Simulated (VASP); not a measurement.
Set up this calculation in VASP 6.6.1, as the native input.

```yaml
Task: single point
Functional: PBE
Dispersion: D3(BJ)
Potentials_or_basis: VASP PAW PBE potentials, release 64 (Li_sv, O)
Cutoff: 650 eV
k_mesh: 3 × 2 × 1
Occupations: gaussian, width 0.05 eV
Spin: no spin polarisation
Dipole_correction: yes
Further_INCAR_settings: LREAL = Auto; ALGO = Normal; EDIFF = 1e-06; NBANDS = 126; NELMDL = -8
```

The structure of Li2O lies in POSCAR:

```
Li2O
1.0
    6.3987489437      0.0000000000      0.0000000000
    0.0000000000      9.0491975384      0.0000000000
    0.0000000000      0.0000000000     23.5802617078
Li O
32 16
Direct
    0.5000000000      0.3750000000      0.3392668029
    0.5000000000      0.8750000000      0.3392668029
    0.0000000000      0.3750000000      0.3392668029
    0.0000000000      0.8750000000      0.3392668029
    0.5000000000      0.6250000000      0.3392668029
    0.5000000000      0.1250000000      0.3392668029
    0.0000000000      0.6250000000      0.3392668029
    0.0000000000      0.1250000000      0.3392668029
    0.7500000000      0.6250000000      0.4071068996
    0.7500000000      0.1250000000      0.4071068996
    0.2500000000      0.6250000000      0.4071068996
    0.2500000000      0.1250000000      0.4071068996
    0.7500000000      0.8750000000      0.4071068996
    0.7500000000      0.3750000000      0.4071068996
    0.2500000000      0.8750000000      0.4071068996
    0.2500000000      0.3750000000      0.4071068996
    0.0015930863      0.8742388923      0.4756236583
   -0.0016685500      0.3740987619      0.4756126721
    0.4977789332      0.8740032776      0.4760306015
    0.5019811704      0.3740769472      0.4760365835
   -0.0019211975      0.1257316018      0.4755984236
    0.0014147090      0.6256199017      0.4755240840
    0.5021867176      0.1259504755      0.4759732897
    0.4979138189      0.6259614219      0.4760543057
    0.2476900567      0.1128542470      0.5419485506
    0.2467259530      0.6178666218      0.5447912309
    0.7528359522      0.1177774805      0.5451572818
    0.7518613168      0.6128497420      0.5422272347
    0.2476928813      0.3867918072      0.5421074243
    0.2475490496      0.8818187069      0.5450903758
    0.7519782490      0.3819757989      0.5451642401
    0.7520308045      0.8869365873      0.5421473107
    0.2500000000      0.2500000000      0.3392668029
    0.2500000000      0.7500000000      0.3392668029
    0.7500000000      0.2500000000      0.3392668029
    0.7500000000      0.7500000000      0.3392668029
    0.5000000000      0.5000000000      0.4071068996
    0.5000000000      0.0000000000      0.4071068996
    0.0000000000      0.5000000000      0.4071068996
    0.0000000000      0.0000000000      0.4071068996
    0.7495837166      0.7499524545      0.4780348297
    0.7502655107      0.2501200853      0.4776065393
    0.2493942081      0.7499373101      0.4774790836
    0.2503695089      0.2499627972      0.4779680348
   -0.0000468004     -0.0000992734      0.5408539936
   -0.0003772327      0.4996528087      0.5408750125
    0.4999977495     -0.0002502775      0.5418305234
    0.4995056597      0.5000508258      0.5418724508
```

One way to write it, as run:

INCAR

```
PREC = Accurate ; ENCUT = 650
EDIFF = 1E-6 ; ISMEAR = 0
SIGMA = 0.05 ; LREAL = Auto
LASPH = T ; NELM = 120
ALGO = Normal ; ISIF = 2
LWAVE = F ; LCHARG = F
LDIPOL = T ; IDIPOL = 3
DIPOL = 0.5 0.5 0.441 ; GGA = PE
IVDW = 12 ; NBANDS = 126
GGA_COMPAT = F ; NELMDL = -8
KPAR = 2 ; NCORE = 2
```

KPOINTS

```
regular mesh
0
Gamma
  3 2 1
```

Potentials or basis: VASP PAW PBE potentials, release 64 (Li_sv, O).

Run with:

```sh
$ cat potpaw_PBE.64/Li_sv/POTCAR potpaw_PBE.64/O/POTCAR > POTCAR
$ mpirun -np 4 vasp_std > vasp.out
```

Results of the run:

```json
{
 "Largest force": "1.058 eV/Å",
 "Band gap on the k mesh": "3.34 eV",
 "Dispersion energy per atom": "-0.189 eV"
}
```

Run time: 8.8 min on 4 MPI ranks on Intel(R) Xeon(R) 6975P-C (Granite Rapids) (shared host), peak memory 1.1 GiB a rank.
